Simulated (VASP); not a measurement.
Here is a VASP 6.6.1 calculation.

File INCAR:

```
SYSTEM = ZrC
ALGO     = Normal         ! electronic algorithm
EDIFF    = 1E-6           ! SCF threshold, eV
ENCUT    = 520            ! plane-wave cutoff, eV
GGA      = PS             ! functional
ISIF     = 2              ! what is computed and relaxed
ISMEAR   = -1             ! smearing method
LASPH    = .TRUE.         ! aspherical terms in the spheres
LCHARG   = .FALSE.        ! write CHGCAR
LREAL    = .FALSE.        ! projectors in reciprocal space
LWAVE    = .FALSE.        ! write WAVECAR
NBANDS   = 24             ! bands
NELM     = 100            ! most SCF steps
PREC     = Accurate       ! precision mode
SIGMA    = 0.05           ! smearing width, eV
```

File KPOINTS:

```
k-points
0
G
  9 9 5
  0 0 0
```

File POSCAR:

```
ZrC
1.0
    3.3287124376      0.0000000000      0.0000000000
   -1.6643562188      2.8827495328      0.0000000000
    0.0000000000      0.0000000000      5.2537886476
Zr C
2 2
Direct
    0.6666666667      0.3333333333      0.7500000000
    0.3333333333      0.6666666667      0.2500000000
    0.0000000000      0.0000000000      0.5000000000
    0.0000000000      0.0000000000      0.0000000000
```

Potentials or basis: VASP PAW PBE potentials, release 64 (Zr_sv, C).

Run with:

```sh
$ cat potpaw_PBE.64/Zr_sv/POTCAR potpaw_PBE.64/C/POTCAR > POTCAR
$ mpirun -np 1 vasp_std > vasp.out
```

(1) What does it give for the pressure?

(2) Predict the band gap on the k mesh.

## Answers

(1) 2.4 GPa.

(2) zero (bands 16 and 17 overlap by 1.00 eV).

Caveat: the PAW data sets were made with another functional, which shifts forces and pressure a little.
